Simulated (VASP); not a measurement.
Set up this calculation in VASP 6.6.1, as the native input.

* Task: single point
* Functional: PBE
* Potentials or basis: VASP PAW PBE potentials, release 64 (Li_sv, Sb)
* Cutoff: 750 eV
* k mesh: 5 × 5 × 5
* Occupations: methfessel-paxton, width 0.02 eV
* Spin: no spin polarisation
* Dipole correction: no
* Further INCAR settings: ALGO = Normal; EDIFF = 1e-06; NBANDS = 17

The structure of LiSb3 lies in POSCAR:

```
LiSb3
1.0
    0.0000000000      3.3496177964      3.3496177964
    3.3496177964      0.0000000000      3.3496177964
    3.3496177964      3.3496177964      0.0000000000
Li Sb
1 3
Direct
    0.0000000000      0.0000000000      0.0000000000
    0.5000000000      0.5000000000      0.5000000000
    0.2500000000      0.2500000000      0.2500000000
    0.7500000000      0.7500000000      0.7500000000
```

These files were run (other wordings do the same):

INCAR

```
ALGO = Normal
EDIFF = 1E-6
ENCUT = 750
GGA = PE
GGA_COMPAT = F
ISIF = 2
ISMEAR = 1
LASPH = T
LCHARG = T
LELF = T
LREAL = F
LVHAR = T
LWAVE = F
NBANDS = 17
NELM = 120
PREC = Accurate
SIGMA = 0.02
```

KPOINTS

```
k-points
0
Gamma
  5 5 5
```

Potentials or basis: VASP PAW PBE potentials, release 64 (Li_sv, Sb).

Run with:

```bash
$ cat potpaw_PBE.64/Li_sv/POTCAR potpaw_PBE.64/Sb/POTCAR > POTCAR
$ mpirun -np 1 vasp_std > vasp.out
```

Results of the run:

```yaml
Pressure: 30.3 GPa
Band_gap_on_the_k_mesh: zero (bands 9 and 10 overlap by 4.27 eV)
```

Caveat: the cell stands under pressure; spin-orbit coupling is left out, which moves the levels of the heavy elements.

Wall time 59 s on 1 thread of Intel Xeon 8259CL, with other jobs on the host, peak memory 0.25 GiB.
